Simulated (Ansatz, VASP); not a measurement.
Two plane-wave programs on Bi2Se3

```xyz
5
Lattice="2.0508 1.1840 9.5453 -2.0508 1.1840 9.5453 0.0000 -2.3680 9.5453" Properties=species:S:1:pos:R:3 pbc="T T T"
Bi    0.0000    0.0000   11.4773
Bi    0.0000    0.0000   17.1587
Se    0.0000    0.0000    0.0000
Se    0.0000    0.0000    6.0622
Se    0.0000    0.0000   22.5738
```

Change from the starting cell: equal xx and yy strain of -1 %, PAW files.

Alike in both runs: task electric field gradients; functional PBEsol; k mesh 6 × 6 × 6; occupations fermi-dirac, width 0.03 eV; no spin polarisation.

|  | VASP | Ansatz |
| --- | --- | --- |
| version | VASP 6.6.1 | Ansatz 0.2.0 |
| potentials or method | VASP PAW PBE potentials, release 64 (Bi_d, Se) | PAW with Ansatz's default frozen-core files, scalar-relativistic |
| plane-wave cutoff (eV) | 520 | 420 |
| valence electrons in the cell | 48 | 78 |

|  | VASP | Ansatz | Ansatz less VASP |
| --- | --- | --- | --- |
| pressure (GPa) | 1.0 | 1.0 | -0.05 |
| traceless stress, the component that is largest in VASP (GPa) | -0.26 | -0.26 | -0.001 |
| rms of the force components (eV/Å) | 0.130 | 0.121 | -0.0082 |
| size of Vzz on the site where it differs most (V/Å²) | 6.4 | 1.9 | -4.43 |

VASP's potentials were made for PBE, not for PBEsol. Atom by atom the forces differ by 0.008 eV/Å (rms over components). The functional is the same, so the differences come from potentials, cutoffs and numerics. VASP's potentials hold 48 valence electrons a cell and Ansatz's 78, so a difference there can come from the potentials and not from the codes.

Neither program's run includes spin-orbit coupling.
